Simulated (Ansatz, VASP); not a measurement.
## One calculation of CdF2, two programs

POSCAR

```
CdF2
1.0
    0.0513714261      2.6825809990      2.6825809990
    2.6825809990      0.0513714261      2.6825809990
    2.7339524251      2.7339524251      0.0000000000
Cd F
1 2
Direct
    0.0000000000      0.0000000000      0.0000000000
    0.2475404308      0.2475404308      0.2524595692
    0.7524595692      0.7524595692      0.7475404308
```

Contents of INCAR.step1:

```
SYSTEM = CdF2
PREC     = Accurate       ! precision mode
ENCUT    = 520            ! plane-wave cutoff, eV
ISMEAR   = 0              ! smearing method
SIGMA    = 0.01           ! smearing width, eV
LREAL    = .FALSE.        ! projectors in reciprocal space
LASPH    = .TRUE.         ! aspherical terms in the spheres
NELM     = 80             ! most SCF steps
NBANDS   = 20             ! bands
GGA      = PE             ! functional
ALGO     = Normal         ! electronic algorithm
EDIFF    = 1E-4           ! SCF threshold, eV
LWAVE    = .TRUE.         ! write WAVECAR
LCHARG   = .FALSE.        ! write CHGCAR
```

The input INCAR.step2:

```
SYSTEM = CdF2
PREC     = Accurate       ! precision mode
ENCUT    = 520            ! plane-wave cutoff, eV
EDIFF    = 1E-6           ! SCF threshold, eV
ISMEAR   = 0              ! smearing method
SIGMA    = 0.01           ! smearing width, eV
LREAL    = .FALSE.        ! projectors in reciprocal space
LASPH    = .TRUE.         ! aspherical terms in the spheres
NELM     = 80             ! most SCF steps
ALGO     = Normal         ! electronic algorithm
ISIF     = 2              ! what is computed and relaxed
LWAVE    = .FALSE.        ! write WAVECAR
LCHARG   = .FALSE.        ! write CHGCAR
METAGGA  = R2SCAN         ! meta-GGA
LMIXTAU  = .TRUE.       
NBANDS   = 20             ! bands
ISTART   = 1
```

The input KPOINTS:

```
Automatic mesh
0
G
  8 8 8
  0 0 0
```

Input for Ansatz:

```yaml
crystal:
  lattice:
    - [0.0513714261, 2.682580999, 2.682580999]
    - [2.682580999, 0.0513714261, 2.682580999]
    - [2.7339524251, 2.7339524251, 0.0]
  atoms:
    - { symbol: Cd, position: [0.0, 0.0, 0.0] }
    - { symbol: F, position: [0.2475404308, 0.2475404308, 0.2524595692] }
    - { symbol: F, position: [0.7524595692, 0.7524595692, 0.7475404308] }
kpoints:
  mp_grid: { grid: [8, 8, 8] }
  band_path:
    path:
      - [0.0, 0.0, 0.0]
      - [0.5, 0.0, 0.5]
      - [0.625, 0.25, 0.625]
      - [0.375, 0.375, 0.75]
      - [0.5, 0.5, 0.5]
      - [0.5, 0.25, 0.75]
      - [0.25, 0.489583, -0.260417]
    npoints: 1
hamiltonian:
  xc: r2scan
scf:
  occupations: { method: fixed }
  n_extra_bands: 4
output:
  forces: true
  stress: true
  eigenvalues: true
```

Change from the starting cell: shear_xy strain +3.8%.

Alike in both runs: task single point; functional r2SCAN; k mesh 8 × 8 × 8; no spin polarisation.

|  | VASP | Ansatz |
| --- | --- | --- |
| version | VASP 6.6.1 | Ansatz 0.2.0 |
| potentials or method | VASP PAW PBE potentials, release 64 (Cd, F) | plane waves, PAW |
| plane-wave cutoff (eV) | 520 | 500 |
| occupations | gaussian, width 0.01 eV | fixed |
| valence electrons in the cell | 26 | 34 |

VASP gave:

```
gap on the k mesh at the Fermi level (eV)                     : 3.80
pressure (GPa)                                                : 2.7
traceless stress, the component that is largest in VASP (GPa) : -1.11
rms of the force components (eV/Å)                            : 0.007
```

Question: Estimate Ansatz's values.

Answer: gap on the k mesh at the Fermi level (eV): 3.84; pressure (GPa): 1.6; traceless stress, the component that is largest in VASP (GPa): -0.97; rms of the force components (eV/Å): 0.001.

VASP's potentials were made for PBE, not for r2SCAN. Atom by atom the forces differ by 0.008 eV/Å (rms over components). VASP's potentials hold 26 valence electrons a cell and Ansatz's 34, so a difference there can come from the potentials and not from the codes.
